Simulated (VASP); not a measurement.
# In2O3 (a cell with a defect) in VASP: single point with LDA

Aim: the single point of In2O3 (a cell with a defect) with LDA.

Program: VASP 6.6.1. These are calculated values, not measurements. Logs are shortened: lines on timing, memory, paths and dates and some standing lists are left out, and cuts for length are marked.

### Step 1. The cell of the first run

The cell holds a defect, 40 atoms: a = 8.762 Å, b = 8.762 Å, c = 8.762 Å, α = 109.47°, β = 109.47°, γ = 109.47°.

### Step 2. Single point, LDA

Contents of INCAR:

```
PREC = Accurate
ENCUT = 520
EDIFF = 1E-6
ISMEAR = 0
SIGMA = 0.03
LREAL = Auto
LASPH = T
NELM = 80
ALGO = Fast
ISIF = 2
LWAVE = F
LCHARG = T
GGA = CA
LELF = T
LVHAR = T
NBANDS = 202
NELECT = 352.0545
```

Contents of KPOINTS:

```
regular mesh
0
Gamma
  4 4 4
```

Contents of POSCAR:

```
In2O3
1.0
   -5.0585000000      5.0585000000      5.0585000000
    5.0585000000     -5.0585000000      5.0585000000
    5.0585000000      5.0585000000     -5.0585000000
In O
16 24
Direct
    0.5000000000      0.5000000000      0.5000000000
    0.5000000000      0.0000000000      0.0000000000
    0.0000000000      0.5000000000      0.0000000000
    0.0000000000      0.0000000000      0.5000000000
    0.2500000000      0.7163000000      0.4663000000
    0.7500000000      0.7837000000      0.0337000000
    0.4663000000      0.2500000000      0.7163000000
    0.0337000000      0.7500000000      0.7837000000
    0.7163000000      0.4663000000      0.2500000000
    0.7837000000      0.0337000000      0.7500000000
    0.7500000000      0.2837000000      0.5337000000
    0.2500000000      0.2163000000      0.9663000000
    0.5337000000      0.7500000000      0.2837000000
    0.9663000000      0.2500000000      0.2163000000
    0.2837000000      0.5337000000      0.7500000000
    0.2163000000      0.9663000000      0.2500000000
    0.5354000000      0.7708000000      0.5470000000
    0.7238000000      0.9884000000      0.9530000000
    0.9646000000      0.5116000000      0.2354000000
    0.7762000000      0.7292000000      0.2646000000
    0.5470000000      0.5354000000      0.7708000000
    0.9530000000      0.7238000000      0.9884000000
    0.2354000000      0.9646000000      0.5116000000
    0.2646000000      0.7762000000      0.7292000000
    0.7708000000      0.5470000000      0.5354000000
    0.9884000000      0.9530000000      0.7238000000
    0.5116000000      0.2354000000      0.9646000000
    0.7292000000      0.2646000000      0.7762000000
    0.4646000000      0.2292000000      0.4530000000
    0.2762000000      0.0116000000      0.0470000000
    0.0354000000      0.4884000000      0.7646000000
    0.2238000000      0.2708000000      0.7354000000
    0.4530000000      0.4646000000      0.2292000000
    0.0470000000      0.2762000000      0.0116000000
    0.7646000000      0.0354000000      0.4884000000
    0.7354000000      0.2238000000      0.2708000000
    0.2292000000      0.4530000000      0.4646000000
    0.0116000000      0.0470000000      0.2762000000
    0.4884000000      0.7646000000      0.0354000000
    0.2708000000      0.7354000000      0.2238000000
```

Potentials or basis: VASP PAW LDA potentials, release 64 (In_d, O).

Launch:

```bash
$ cat potpaw_LDA.64/In_d/POTCAR potpaw_LDA.64/O/POTCAR > POTCAR
$ mpirun -np 1 vasp_std > vasp.out
```

OUTCAR:

```text
PREC = Accurate
   ENCUT = 520
   EDIFF = 1E-6
   ISMEAR = 0
   LREAL = Auto
   LASPH = T
   NELM = 80
   ISIF = 2
   GGA = CA
   NELECT = 352.0545

 ion  position               nearest neighbor table
   1  0.500  0.500  0.500-  17 2.16  21 2.16  25 2.16  29 2.16  33 2.16  37 2.16   5 3.34   7 3.34
                             9 3.34  11 3.34  13 3.34  15 3.34   8 3.83  10 3.83   6 3.83  12 3.83
   2  0.500  0.000  0.000-  18 2.16  30 2.16  27 2.16  39 2.16  36 2.16  24 2.16   6 3.34   8 3.34
                             9 3.34  12 3.34  14 3.34  15 3.34  13 3.83   7 3.83  10 3.83  16 3.83
   3  0.000  0.500  0.000-  22 2.16  34 2.16  31 2.16  19 2.16  28 2.16  40 2.16   5 3.34   8 3.34
                            10 3.34  11 3.34  14 3.34  16 3.34  12 3.83   9 3.83  15 3.83   6 3.83
   4  0.000  0.000  0.500-  26 2.16  38 2.16  20 2.16  32 2.16  35 2.16  23 2.16   6 3.34   7 3.34
                            10 3.34  12 3.34  13 3.34  16 3.34   5 3.83   8 3.83  14 3.83  15 3.83
   5  0.250  0.716  0.466-  23 2.13  24 2.13  19 2.19  17 2.19  37 2.25  40 2.25   1 3.34   3 3.34
                            15 3.36  14 3.36  13 3.36  16 3.36   2 3.83   4 3.83   7 3.84   8 3.84
   6  0.750  0.784  0.034-  21 2.13  22 2.13  18 2.19  20 2.19  38 2.25  39 2.25   2 3.34   4 3.34
                            16 3.36  14 3.36  15 3.36  13 3.36   3 3.83   1 3.83   7 3.84   8 3.84
   7  0.466  0.250  0.716-  27 2.13  28 2.13  23 2.19  21 2.19  29 2.25  32 2.25   1 3.34   4 3.34
                            15 3.36  16 3.36  11 3.36  12 3.36   2 3.83   3 3.83   6 3.84   9 3.84
   8  0.034  0.750  0.784-  25 2.13  26 2.13  22 2.19  24 2.19  30 2.25  31 2.25   2 3.34   3 3.34
                            15 3.36  16 3.36  11 3.36  12 3.36   4 3.83   1 3.83   9 3.84  10 3.84
   9  0.716  0.466  0.250-  19 2.13  20 2.13  27 2.19  25 2.19  33 2.25  36 2.25   1 3.34   2 3.34
[... 37 lines left out ...]
  39  0.488  0.765  0.035-  13 2.13   2 2.16  15 2.19   6 2.25
  40  0.271  0.735  0.224-  13 2.13   3 2.16  16 2.19   5 2.25

  LATTYP: Found a body centered cubic cell.
 ALAT       =    10.1170000000

  Lattice vectors:

 A1 = (  -5.0585000000,   5.0585000000,   5.0585000000)
 A2 = (   5.0585000000,  -5.0585000000,   5.0585000000)
 A3 = (   5.0585000000,   5.0585000000,  -5.0585000000)

Analysis of symmetry for initial positions (statically):
=====================================================================
 Subroutine PRICEL returns:
 Original cell was already a primitive cell.

 Routine SETGRP: Setting up the symmetry group for a
 body centered cubic supercell.

 Subroutine GETGRP returns: Found 24 space group operations
 (whereof  6 operations were pure point group operations)
 out of a pool of 48 trial point group operations.

The static configuration has the point symmetry S_6 .
 The point group associated with its full space group is T_h .

Analysis of symmetry for dynamics (positions and initial velocities):
=====================================================================
 Subroutine PRICEL returns:
 Original cell was already a primitive cell.
[... 185 lines left out ...]
   IALGO  =     68    algorithm
   IMIX   =      4    mixing-type and parameters
     AMIX     =   0.40;   BMIX     =  1.00
     AMIX_MAG =   1.60;   BMIX_MAG =  1.00
  volume/ion in A,a.u.               =      12.94        87.35
  Fermi-wavevector in a.u.,A,eV,Ry     =   1.439582  2.720415 28.196660  2.072396
  Thomas-Fermi vector in A             =   2.558421
   LORBIT       =      0    0 simple, 1 ext, 2 COOP (PROOUT), +10 PAW based schemes
   GGA     = CA    functional components
   LHFCALC =     F    Hartree Fock is set to
   AEXX    =    0.0000 exact exchange contribution
   IVDW    =     0    specifies the selected vdW correction
   LEPSILON=     F    determine dielectric tensor
   LRPA    =     F    only Hartree local field effects (RPA)
 non-spin polarized calculation
 RMM-DIIS sequential band-by-band and
 Gauss-broadening in eV      SIGMA  =   0.03
  energy-cutoff  :      520.00
  volume of cell :      517.76
 maximum number of plane-waves:     13990
 NGX is ok and might be reduce to    70
   NGX = 33   NGY = 33   NGZ = 33

 number of electron     352.0545043 magnetization

 Free energy of the ion-electron system (eV)
  ---------------------------------------------------
  ext. energy  EPLUGINS =         0.00000000
  ---------------------------------------------------
  free energy    TOTEN  =      -255.09300408 eV

  energy without entropy =     -255.09203186  energy(sigma->0) =     -255.09251797

 E-fermi :   7.0324     XC(G=0): -11.5637

 val. band max:        6.2910951264   @ k =   0.0000   0.0000   0.0000
 cond. band min:       7.0650291766   @ k =   0.2500   0.0000   0.0000
 fundamental gap:      0.7739340502
 Fermi energy:         7.0323990514

 k-point     1 :       0.0000    0.0000    0.0000
  band No.  band energies     occupation
      1     -12.3718      2.00000
      2     -11.7130      2.00000
      3     -11.7130      2.00000
      4     -11.6634      2.00000
      5     -11.6634      2.00000
      6     -11.6634      2.00000
[... 1517 lines left out ...]
    187      11.4456      0.00000
    188      11.6921      0.00000
 [bands above 188 left out]

------------------------ aborting loop because EDIFF is reached ----------------------------------------

  FORCE on cell =-STRESS in cart. coord.  units (eV):
  Direction    XX          YY          ZZ          XY          YZ          ZX
  --------------------------------------------------------------------------------------
  -------------------------------------------------------------------------------------
  Total       -7.3197105     -7.3197105     -7.3197105     -0.0000000     -0.0000000     -0.0000000
  in kB      -22.6505749    -22.6505749    -22.6505749     -0.0000000     -0.0000000     -0.0000000
  external PRESSURE =     -22.6505749 kB  Pullay stress =       0.0000000 kB

 VOLUME and BASIS-vectors are now :
 -----------------------------------------------------------------------------
  energy-cutoff  :      520.00
  volume of cell :      517.76
      direct lattice vectors                 reciprocal lattice vectors
    -5.058500000  5.058500000  5.058500000     0.000000000  0.098843531  0.098843531
     5.058500000 -5.058500000  5.058500000     0.098843531  0.000000000  0.098843531
     5.058500000  5.058500000 -5.058500000     0.098843531  0.098843531  0.000000000

 POSITION                                       TOTAL-FORCE (eV/Angst)
 -----------------------------------------------------------------------------------
      2.52925      2.52925      2.52925        -0.000000     -0.000000     -0.000000
     -2.52925      2.52925      2.52925        -0.000000     -0.000000     -0.000000
      2.52925     -2.52925      2.52925        -0.000000     -0.000000     -0.000000
      2.52925      2.52925     -2.52925        -0.000000     -0.000000     -0.000000
      4.71756      0.00000      2.52925         0.006553     -0.000000     -0.000000
      0.34094      0.00000      7.58775        -0.006553     -0.000000     -0.000000
[... 32 lines left out ...]
      1.57623     -1.21809      6.15923        -0.254020      0.264853      0.013039
      3.48227     -1.21809      3.95777         0.254020      0.264853     -0.013039
 -----------------------------------------------------------------------------------
    total drift:                                0.000000      0.000000      0.000000

  FREE ENERGIE OF THE ION-ELECTRON SYSTEM (eV)
  ---------------------------------------------------
  free  energy   TOTEN  =      -255.0930040773 eV

  energy  without entropy=     -255.0920318560  energy(sigma->0) =     -255.09251797
```

OSZICAR:

```text
N       E                     dE             d eps       ncg     rms          rms(c)
DAV:   1     0.651077961430E+04    0.65108E+04   -0.14668E+05  3240   0.251E+03
DAV:   2     0.155673567195E+04   -0.49540E+04   -0.48048E+04  3232   0.776E+02
DAV:   3    -0.258177342994E+02   -0.15826E+04   -0.14906E+04  3360   0.355E+02
[... 12 lines left out ...]
RMM:  16    -0.255093027009E+03   -0.27073E-04   -0.22025E-04  4334   0.311E-02    0.587E-02
RMM:  17    -0.255093025245E+03    0.17635E-05   -0.39209E-05  4632   0.177E-02    0.369E-02
RMM:  18    -0.255093004645E+03    0.20600E-04   -0.52189E-05  4183   0.146E-02    0.204E-02
RMM:  19    -0.255093004231E+03    0.41421E-06   -0.12052E-05  3664   0.776E-03    0.143E-02
RMM:  20    -0.255093004077E+03    0.15344E-06   -0.17353E-06  2323   0.410E-03
   1 F= -.25509300E+03 E0= -.25509252E+03  d E =-.972221E-03
```

Run time: 63 min. Hardware: 1 thread of Oxide Virtual Turin-like, shared host; peak memory 0.82 GiB.

What came out:

```yaml
Free_energy: -255.0930 eV
Largest_force: 0.367 eV/Å
```

Forces in eV/Å, atoms in the order of the input:
```
In   0.000  0.000  0.000
In   0.000  0.000  0.000
In   0.000  0.000  0.000
In   0.000  0.000  0.000
In   0.007  0.000  0.000
In  -0.007  0.000  0.000
In   0.000  0.007  0.000
In   0.000 -0.007  0.000
In   0.000  0.000  0.007
In   0.000  0.000 -0.007
In  -0.007  0.000  0.000
In   0.007  0.000  0.000
In   0.000 -0.007  0.000
In   0.000  0.007  0.000
In   0.000  0.000 -0.007
In   0.000  0.000  0.007
O   -0.013 -0.254  0.265
O    0.013  0.254  0.265
O   -0.013  0.254 -0.265
O    0.013 -0.254 -0.265
O    0.265 -0.013 -0.254
O    0.265  0.013  0.254
O   -0.265 -0.013  0.254
O   -0.265  0.013 -0.254
O   -0.254  0.265 -0.013
O    0.254  0.265  0.013
O    0.254 -0.265 -0.013
O   -0.254 -0.265  0.013
O    0.013  0.254 -0.265
O   -0.013 -0.254 -0.265
O    0.013 -0.254  0.265
O   -0.013  0.254  0.265
O   -0.265  0.013  0.254
O   -0.265 -0.013 -0.254
O    0.265  0.013 -0.254
O    0.265 -0.013  0.254
O    0.254 -0.265  0.013
O   -0.254 -0.265 -0.013
O   -0.254  0.265  0.013
O    0.254  0.265 -0.013
```

Levels at points of the mesh, in eV from the Fermi level:
```csv
k point,band 173,band 174,band 175,band 176,band 177,band 178,band 179,band 180
"(0.00, 0.00, 0.00)",-2.07,-1.83,-1.83,-1.83,-0.74,3.48,3.52,3.52
"(0.50, 0.00, 0.00)",-1.99,-1.99,-1.87,-1.87,1.34,1.34,3.02,3.02
"(0.50, 0.50, 0.50)",-2.08,-2.07,-2.07,-2.00,2.20,2.20,2.20,2.29
```

Caveat: the cell carries a net charge on a neutralising background, which shifts energy and pressure; the cell is charged against a uniform background, so pressure and absolute levels hang on convention; spin-orbit coupling is left out, which moves the levels of the heavy elements.
